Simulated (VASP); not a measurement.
Here is a VASP 6.6.1 calculation.

File INCAR:

```
SYSTEM = GaN
PREC     = Accurate       ! precision mode
ENCUT    = 520            ! plane-wave cutoff, eV
EDIFF    = 1E-8           ! SCF threshold, eV
ISMEAR   = -1             ! smearing method
SIGMA    = 0.02           ! smearing width, eV
LREAL    = .FALSE.        ! projectors in reciprocal space
LASPH    = .TRUE.         ! aspherical terms in the spheres
NELM     = 100            ! most SCF steps
ALGO     = Normal         ! electronic algorithm
ISIF     = 2              ! what is computed and relaxed
LWAVE    = .FALSE.        ! write WAVECAR
LCHARG   = .FALSE.        ! write CHGCAR
GGA      = PE             ! functional
LEFG     = .TRUE.       
NBANDS   = 16             ! bands
```

Contents of KPOINTS:

```
regular mesh
0
G
  6 6 6
  0 0 0
```

File POSCAR:

```
GaN
1.0
    0.0000000000      1.9925000000      1.9925000000
    1.9925000000      0.0000000000      1.9925000000
    1.9925000000      1.9925000000      0.0000000000
Ga N
1 1
Direct
    0.5000000000      0.5000000000      0.5000000000
    0.0000000000      0.0000000000      0.0000000000
```

Potentials or basis: VASP PAW PBE potentials, release 64 (Ga_d, N).

The run is started by

```console
$ cat potpaw_PBE.64/Ga_d/POTCAR potpaw_PBE.64/N/POTCAR > POTCAR
$ mpirun -np 1 vasp_std > vasp.out
```

**Question.** Estimate the band gap on the k mesh.

**Answer.** 1.80 eV, indirect (least direct gap 5.21 eV).

**Question.** What does it give for the pressure?

**Answer.** 70.2 GPa.

Caveat: the k points lie up to 0.46 Å⁻¹ apart; without QUAD_EFG the Cq values of the log hold for a quadrupole moment of 1 mb, not for the nuclei. Expect the measured gap to be larger: semilocal functionals such as PBE lack the derivative discontinuity.
